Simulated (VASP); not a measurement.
# TiAl (P-6m2) in VASP: a series of runs

Runs on TiAl. Level: r2SCAN. Tasks: single point.

Everything below comes from runs of VASP 6.6.1. Logs are shortened: lines on timing, memory, paths and dates and some standing lists are left out, and cuts for length are marked.

## 1. The cell of the first run

The structure is hexagonal, space group P-6m2 (No. 187). The conventional cell has a = 2.779 Å, b = 2.779 Å, c = 4.938 Å, α = 90.00°, β = 90.00°, γ = 120.00°. Ti (site symmetry -6m2) has 6 Ti at 2.78 Å and 6 Al at 2.94 Å within 3.7 Å. Al (site symmetry -6m2) has 6 Al at 2.78 Å and 6 Ti at 2.94 Å within 3.7 Å.

## 2. Single point, r2SCAN

Input file POSCAR:

```
TiAl
1.0
    2.7788940340      0.0000000000      0.0000000000
   -1.3894470170      2.4065928279      0.0000000000
    0.0000000000      0.0000000000      4.9378596420
Ti Al
1 1
Direct
    0.0000000000      0.0000000000      0.0000000000
    0.3333333333      0.6666666667      0.5000000000
```

Input file INCAR.step1:

```
SYSTEM = TiAl
PREC = Accurate
ENCUT = 520
ISMEAR = 0
SIGMA = 0.15
LREAL = .FALSE.
LASPH = .TRUE.
NELM = 80
NBANDS = 14
GGA = PE
ALGO = Normal
EDIFF = 1E-4
LWAVE = .TRUE.
LCHARG = .FALSE.
```

Input file INCAR.step2:

```
SYSTEM = TiAl
PREC = Accurate
ENCUT = 520
EDIFF = 1E-6
ISMEAR = 0
SIGMA = 0.15
LREAL = .FALSE.
LASPH = .TRUE.
NELM = 80
ALGO = Normal
ISIF = 2
LWAVE = .FALSE.
LCHARG = .FALSE.
METAGGA = R2SCAN
LMIXTAU = .TRUE.
NBANDS = 14
ISTART = 1
```

Input file KPOINTS:

```
regular mesh
0
G
  24 24 14
  0 0 0
```

Potentials or basis: VASP PAW PBE potentials, release 64 (Ti_sv, Al).

Command:

```console
$ cat potpaw_PBE.64/Ti_sv/POTCAR potpaw_PBE.64/Al/POTCAR > POTCAR
$ cp INCAR.step1 INCAR
$ mpirun -np 1 vasp_std > vasp.out
$ cp INCAR.step2 INCAR
$ mpirun -np 1 vasp_std > vasp.out
```

OUTCAR:

```text
SYSTEM = TiAl
   PREC = Accurate
   ENCUT = 520
   EDIFF = 1E-6
   ISMEAR = 0
   LREAL = .FALSE.
   LASPH = .TRUE.
   NELM = 80
   ISIF = 2
   METAGGA = R2SCAN
   ISTART = 1

 ion  position               nearest neighbor table
   1  0.000  0.000  0.000-   2 2.94   2 2.94   2 2.94   2 2.94   2 2.94   2 2.94
   2  0.333  0.667  0.500-   1 2.94   1 2.94   1 2.94   1 2.94   1 2.94   1 2.94

  LATTYP: Found a hexagonal cell.
 ALAT       =     2.7788940340
 C/A-ratio  =     1.7769154137

  Lattice vectors:

 A1 = (   2.7788940340,   0.0000000000,   0.0000000000)
 A2 = (  -1.3894470170,   2.4065928279,   0.0000000000)
 A3 = (   0.0000000000,   0.0000000000,   4.9378596420)

Analysis of symmetry for initial positions (statically):
=====================================================================
 Subroutine PRICEL returns:
 Original cell was already a primitive cell.

 Routine SETGRP: Setting up the symmetry group for a
 hexagonal supercell.

 Subroutine GETGRP returns: Found 12 space group operations
 (whereof 12 operations were pure point group operations)
 out of a pool of 24 trial point group operations.

The static configuration has the point symmetry D_3h.

Analysis of symmetry for dynamics (positions and initial velocities):
=====================================================================
 Subroutine PRICEL returns:
 Original cell was already a primitive cell.

 Routine SETGRP: Setting up the symmetry group for a
 hexagonal supercell.

 Subroutine GETGRP returns: Found 12 space group operations
 (whereof 12 operations were pure point group operations)
 out of a pool of 24 trial point group operations.

The dynamic configuration has the point symmetry D_3h.

 Subroutine INISYM returns: Found 12 space group operations
 (whereof 12 operations are pure point group operations),
 and found     1 'primitive' translations

----------------------------------------------------------------------------------------

                                     Primitive cell

  volume of cell :      33.0228

  direct lattice vectors                    reciprocal lattice vectors
     2.778894034  0.000000000  0.000000000     0.359855391  0.207762607  0.000000000
    -1.389447017  2.406592828  0.000000000     0.000000000  0.415525214  0.000000000
     0.000000000  0.000000000  4.937859642     0.000000000  0.000000000  0.202516894

  length of vectors
     2.778894034  2.778894034  4.937859642     0.415525214  0.415525214  0.202516894

  position of ions in fractional coordinates (direct lattice)
     0.000000000  0.000000000  0.000000000
     0.333333333  0.666666667  0.500000000

  ion indices of the primitive-cell ions
   primitive index   ion index
                 1           1
                 2           2

----------------------------------------------------------------------------------------

 KPOINTS: regular mesh

Automatic generation of k-mesh.
 Grid dimensions read from file:
 generate k-points for:   24   24   14

 Generating k-lattice:

  Cartesian coordinates                     Fractional coordinates (reciprocal lattice)
     0.014993975  0.008656775  0.000000000     0.041666667  0.000000000  0.000000000
     0.000000000  0.017313551  0.000000000     0.000000000  0.041666667  0.000000000
     0.000000000  0.000000000  0.014465492     0.000000000  0.000000000  0.071428571

  Length of vectors
     0.017313551  0.017313551  0.014465492

  Shift w.r.t. Gamma in fractional coordinates (k-lattice)
     0.000000000  0.000000000  0.000000000

 Subroutine IBZKPT returns following result:
 ===========================================

 Found    488 irreducible k-points:

 Following reciprocal coordinates:
            Coordinates               Weight
  0.000000  0.000000  0.000000      1.000000
  0.041667  0.000000  0.000000      6.000000
  0.083333  0.000000  0.000000      6.000000
  0.125000  0.000000  0.000000      6.000000
  0.166667  0.000000  0.000000      6.000000
  0.208333  0.000000  0.000000      6.000000
[... 16 lines left out ...]
  0.416667  0.041667  0.000000     12.000000
  0.458333  0.041667  0.000000     12.000000
 [... further k-points ...]
   k-points           NKPTS =    488   k-points in BZ     NKDIM =    488   number of bands    NBANDS=     14
   number of dos      NEDOS =    301   number of ions     NIONS =      2
   total plane-waves  NPLWV =  23040
   dimension x,y,z NGX =    24 NGY =   24 NGZ =   40
   dimension x,y,z NGXF=    48 NGYF=   48 NGZF=   80
   ions per type =               1   1
   NGX,Y,Z   is equivalent  to a cutoff of  14.36, 14.36, 13.47 a.u.
   NGXF,Y,Z  is equivalent  to a cutoff of  28.72, 28.72, 26.93 a.u.
 SYSTEM =  TiAl
   PREC   = accura    normal or accurate (medium, high low for compatibility)
   ISTART =      1    job   : 0-new  1-cont  2-samecut
   ICHARG =      0    charge: 1-file 2-atom 10-const
   ISPIN  =      1    spin polarized calculation?
   LNONCOLLINEAR =      F non collinear calculations
   LSORBIT =      F    spin-orbit coupling
   LASPH  =      T    aspherical Exc in radial PAW
   ENCUT  =  520.0 eV  38.22 Ry    6.18 a.u.   5.17  5.17  9.18*2*pi/ulx,y,z
   NELM   =     80;   NELMIN=  2; NELMDL=  0     # of ELM steps
   EDIFF  = 0.1E-05   stopping-criterion for ELM
   LREAL  =      F    real-space projection
   EDIFFG = 0.1E-04   stopping-criterion for IOM
   NSW    =      0    number of steps for IOM
   IBRION =     -1    ionic relax: 0-MD 1-quasi-New 2-CG
   NFREE  =      0    steps in history (QN), initial steepest desc. (CG)
   ISIF   =      2    stress and relaxation
   ISYM   =      2    0-nonsym 1-usesym 2-fastsym
   POTIM  = 0.5000    time-step for ionic-motion
   TEBEG  =    0.0;   TEEND  =   0.0 temperature during run
   PSTRESS=    0.0 pullay stress
   NELECT =      15.0000    total number of electrons
   NUPDOWN=      -1.0000    fix difference up-down
   EMIN   =  10.00;   EMAX   =-10.00  energy-range for DOS
   EFERMI =   0.00;   METHOD = LEGACY
   ISMEAR =     0;   SIGMA  =   0.15  broadening in eV -4-tet -1-fermi 0-gaus
   EFERMI_NEDOS =   21; number of points for ismear=-14 and -15
   IALGO  =     38    algorithm
   IMIX   =      4    mixing-type and parameters
     AMIX     =   0.40;   BMIX     =  1.00
     AMIX_MAG =   1.60;   BMIX_MAG =  1.00
  volume/ion in A,a.u.               =      16.51       111.42
  Fermi-wavevector in a.u.,A,eV,Ry     =   1.258445  2.378116 21.547316  1.583683
  Thomas-Fermi vector in A             =   2.392054
   LORBIT       =      0    0 simple, 1 ext, 2 COOP (PROOUT), +10 PAW based schemes
   METAGGA = R2SCAN    functional components
   LHFCALC =     F    Hartree Fock is set to
   AEXX    =    0.0000 exact exchange contribution
   IVDW    =     0    specifies the selected vdW correction
   LEPSILON=     F    determine dielectric tensor
   LRPA    =     F    only Hartree local field effects (RPA)
 non-spin polarized calculation
 Gauss-broadening in eV      SIGMA  =   0.15
  energy-cutoff  :      520.00
  volume of cell :       33.02
 maximum number of plane-waves:       906
 NGX is ok and might be reduce to    24
   NGX = 11   NGY = 11   NGZ = 19

 number of electron      14.9999994 magnetization

 Free energy of the ion-electron system (eV)
  ---------------------------------------------------
  ext. energy  EPLUGINS =         0.00000000
  ---------------------------------------------------
  free energy    TOTEN  =       -20.14166953 eV

  energy without entropy =      -20.12132008  energy(sigma->0) =      -20.13149480

 E-fermi :   8.0483     XC(G=0): -11.7743

 val. band max:        8.0445746260   @ k =   0.1667   0.1667   0.3571
 cond. band min:       8.0486358942   @ k =   0.4167   0.0417   0.4286
 fundamental gap:      0.0040612681
 Fermi energy:         8.0482633885

 k-point     1 :       0.0000    0.0000    0.0000
  band No.  band energies     occupation
      1     -50.8258      2.00000
      2     -26.1066      2.00000
      3     -25.5594      2.00000
      4     -25.5593      2.00000
      5      -1.7033      2.00000
      6       5.1662      2.00000
      7       5.2162      2.00000
      8       9.4842      0.00000
      9       9.4842      0.00000
     10      11.2277      0.00000
     11      11.3589      0.00000
     12      11.3589      0.00000
     13      22.5477      0.00000
     14      22.5477      0.00000

 k-point     2 :       0.0417    0.0000    0.0000
  band No.  band energies     occupation
      1     -50.8233      2.00000
      2     -26.1044      2.00000
      3     -25.5735      2.00000
      4     -25.5625      2.00000
      5      -1.6549      2.00000
      6       5.2233      2.00000
      7       5.2343      2.00000
      8       9.4351      0.00000
      9       9.5254      0.00000
     10      11.2443      0.00000
     11      11.3455      0.00000
     12      11.3492      0.00000
     13      21.6202      0.00000
     14      22.0838      0.00000

 k-point     3 :       0.0833    0.0000    0.0000
  band No.  band energies     occupation
      1     -50.8162      2.00000
      2     -26.0979      2.00000
      3     -25.6149      2.00000
      4     -25.5716      2.00000
      5      -1.5101      2.00000
      6       5.2880      2.00000
      7       5.3908      2.00000
      8       9.2958      0.00000
      9       9.6474      0.00000
     10      11.2926      0.00000
     11      11.3064      0.00000
     12      11.3231      0.00000
     13      20.0660      0.00000
     14      21.3491      0.00000

 k-point     4 :       0.1250    0.0000    0.0000
  band No.  band energies     occupation
      1     -50.8049      2.00000
      2     -26.0875      2.00000
      3     -25.6805      2.00000
      4     -25.5861      2.00000
      5      -1.2702      2.00000
      6       5.3743      2.00000
      7       5.6566      2.00000
      8       9.0894      0.00000
      9       9.8461      0.00000
     10      11.2447      0.00000
     11      11.2886      0.00000
     12      11.3688      0.00000
     13      18.4609      0.00000
     14      20.6344      0.00000

 k-point     5 :       0.1667    0.0000    0.0000
  band No.  band energies     occupation
      1     -50.7900      2.00000
      2     -26.0739      2.00000
      3     -25.7653      2.00000
      4     -25.6050      2.00000
      5      -0.9371      2.00000
      6       5.4888      2.00000
      7       5.9960      2.00000
      8       8.8504      0.00000
      9      10.1141      0.00000
     10      11.1654      0.00000
     11      11.2572      0.00000
[... 276 lines left out ...]
 k-point    22 :       0.3750    0.0417    0.0000
  band No.  band energies     occupation
      1     -50.6958      2.00000
      2     -26.2766      2.00000
      3     -25.9879      2.00000
      4     -25.7297      2.00000
      5       2.4398      2.00000
      6       6.2596      2.00000
      7       6.5450      2.00000
      8       7.4993      2.00000
      9      10.5698      0.00000
     10      11.5588      0.00000
     11      11.7721      0.00000
     12      12.1752      0.00000
     13      12.9320      0.00000
     14      16.9148      0.00000

 k-point    23 :       0.4167    0.0417    0.0000
  band No.  band energies     occupation
      1     -50.6863      2.00000
      2     -26.3262      2.00000
      3     -25.9793      2.00000
      4     -25.7418      2.00000
      5       3.2588      2.00000
      6       6.0965      2.00000
      7       6.3391      2.00000
      8       7.0004      2.00000
      9      10.5121      0.00000
     10      11.7985      0.00000
     11      11.9497      0.00000
     12      12.2745      0.00000
     13      13.2726      0.00000
     14      16.5124      0.00000

 k-point    24 :       0.4583    0.0417    0.0000
  band No.  band energies     occupation
      1     -50.6814      2.00000
      2     -26.3518      2.00000
      3     -25.9749      2.00000
      4     -25.7480      2.00000
      5       4.0213      2.00000
      6       5.4190      2.00000
      7       6.3804      2.00000
      8       6.8174      2.00000
      9      10.4822      0.00000
     10      11.9589      0.00000
     11      12.0663      0.00000
     12      12.3217      0.00000
     13      13.5211      0.00000
     14      16.1808      0.00000

 [... further k-points ...]

------------------------ aborting loop because EDIFF is reached ----------------------------------------

  FORCE on cell =-STRESS in cart. coord.  units (eV):
  Direction    XX          YY          ZZ          XY          YZ          ZX
  --------------------------------------------------------------------------------------
  -------------------------------------------------------------------------------------
  Total        1.1100003      1.1100003     -2.3708875      0.0000000      0.0000000      0.0000000
  in kB       53.8542947     53.8542947   -115.0292212      0.0000000      0.0000000      0.0000000
  external PRESSURE =      -2.4402106 kB  Pullay stress =       0.0000000 kB

 VOLUME and BASIS-vectors are now :
 -----------------------------------------------------------------------------
  energy-cutoff  :      520.00
  volume of cell :       33.02
      direct lattice vectors                 reciprocal lattice vectors
     2.778894034  0.000000000  0.000000000     0.359855391  0.207762607  0.000000000
    -1.389447017  2.406592828  0.000000000     0.000000000  0.415525214  0.000000000
     0.000000000  0.000000000  4.937859642     0.000000000  0.000000000  0.202516894

 POSITION                                       TOTAL-FORCE (eV/Angst)
 -----------------------------------------------------------------------------------
      0.00000      0.00000      0.00000         0.000000     -0.000000      0.000000
     -0.00000      1.60440      2.46893         0.000000      0.000000      0.000000
 -----------------------------------------------------------------------------------
    total drift:                                0.000002     -0.000001      0.000000

  FREE ENERGIE OF THE ION-ELECTRON SYSTEM (eV)
  ---------------------------------------------------
  free  energy   TOTEN  =       -20.1416695318 eV

  energy  without entropy=      -20.1213200781  energy(sigma->0) =      -20.13149480
```

Wall time 17 min (1 thread of Intel Xeon 8259CL, shared host); peak memory 0.36 GiB.

What came out:

| Property | Result |
| --- | --- |
| Free energy | -20.1417 eV |
| Pressure | -0.2 GPa |
| Band gap on the k mesh | zero (an odd number of electrons rules out a gap without spin polarisation) |

Caveat: the stress differs along the axes, from -12 to 5 GPa; the PAW data sets were made with another functional, which shifts forces and pressure a little.

(Part 1 of 2 ends here.)
